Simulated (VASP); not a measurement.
GaSb, 2 atoms in the cell. Symmetry: Immm, No. 71, orthorhombic system. The conventional cell has a = 3.378 Å, b = 5.181 Å, c = 5.478 Å, α = 90.00°, β = 90.00°, γ = 90.00°. Within 3.6 Å of Ga (site symmetry mmm) lie 6 Sb at 2.74 to 3.09 Å and 2 Ga at 3.38 Å. Sb (site symmetry mmm) has 6 Ga at 2.74 to 3.09 Å and 2 Sb at 3.38 Å within 3.6 Å.  This cell differs from its parent crystal: strain +e along x and -e along y +0.0267, strain +e along z and -e/2 along x and y -0.0500.

| Item | Value |
| --- | --- |
| Program | VASP 6.6.1 |
| Task | single point |
| Functional | PBE |
| Potentials or basis | VASP PAW PBE potentials, release 64 (Ga_d, Sb) |
| Cutoff | 520 eV |
| k mesh | 16 × 16 × 16 |
| Occupations | gaussian, width 0.15 eV |
| Spin | no spin polarisation |
| Dipole correction | no |
| Further INCAR settings | ALGO = Normal; EDIFF = 1e-06; NBANDS = 16 |

Potentials or basis: VASP PAW PBE potentials, release 64 (Ga_d, Sb).

Run with:

```bash
$ cat potpaw_PBE.64/Ga_d/POTCAR potpaw_PBE.64/Sb/POTCAR > POTCAR
$ mpirun -np 1 vasp_std > vasp.out
```

Hardware: 1 thread of Intel(R) Xeon(R) Platinum 8488C (Sapphire Rapids), on a shared host.

Problem. How long does it take, and how much memory?

Solution. Run time: 4 min on 1 thread of Intel(R) Xeon(R) Platinum 8488C (Sapphire Rapids) (shared host), peak memory 0.58 GiB. Counts: scf iterations 10, k points 621.
